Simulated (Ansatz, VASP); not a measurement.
# Two plane-wave programs on YCdC6N6

```xyz
14
Lattice="0.0000 5.3810 5.3810 5.3810 0.0000 5.3810 5.3810 5.3810 0.0000" Properties=species:S:1:pos:R:3 pbc="T T T"
Y     5.3810    5.3810    5.3810
Cd    0.0000    0.0000    0.0000
C     2.0010    5.3810    5.3810
C     5.3810    2.0010    5.3810
C     5.3810    5.3810    2.0010
C     8.7610    5.3810    5.3810
C     5.3810    8.7610    5.3810
C     5.3810    5.3810    8.7610
N     3.1710    5.3810    5.3810
N     5.3810    3.1710    5.3810
N     5.3810    5.3810    3.1710
N     7.5910    5.3810    5.3810
N     5.3810    7.5910    5.3810
N     5.3810    5.3810    7.5910
```

Alike in both runs: task single point; functional PBE; k mesh 4 × 4 × 4; occupations gaussian, width 0.1 eV; collinear spin.

|  | VASP | Ansatz |
| --- | --- | --- |
| version | VASP 6.6.1 | Ansatz 0.2.0 |
| potentials or method | VASP PAW PBE potentials, release 64 (Y_sv, Cd, C, N), cutoff 520 eV | scalar-relativistic, plane waves, PAW |
| valence electrons in the cell | 77 | 85 |

|  | VASP | Ansatz | Ansatz less VASP |
| --- | --- | --- | --- |
| gap on the k mesh at the Fermi level (eV) | none | none | - |
| pressure (GPa) | 15.1 | 14.5 | -0.59 |
| rms of the force components (eV/Å) | 1.885 | 2.022 | +0.1376 |
| net moment per atom (μB) | 0.07 | 0.07 | 0.000 |
| size of the moment on the site where the two differ most (μB) | 0.09 | 0.04 | -0.050 |

Site moments also hang on the region over which each program counts them. Atom by atom the forces differ by 0.173 eV/Å (rms over components). A gap of «none» marks a metal or a gap that the smearing closes. VASP's potentials hold 77 valence electrons a cell and Ansatz's 85, so a difference there can come from the potentials and not from the codes. Ansatz's warnings: seeded moment not kept.

Noted on VASP's run: the standard files for N, O and F lose accuracy on very short bonds.
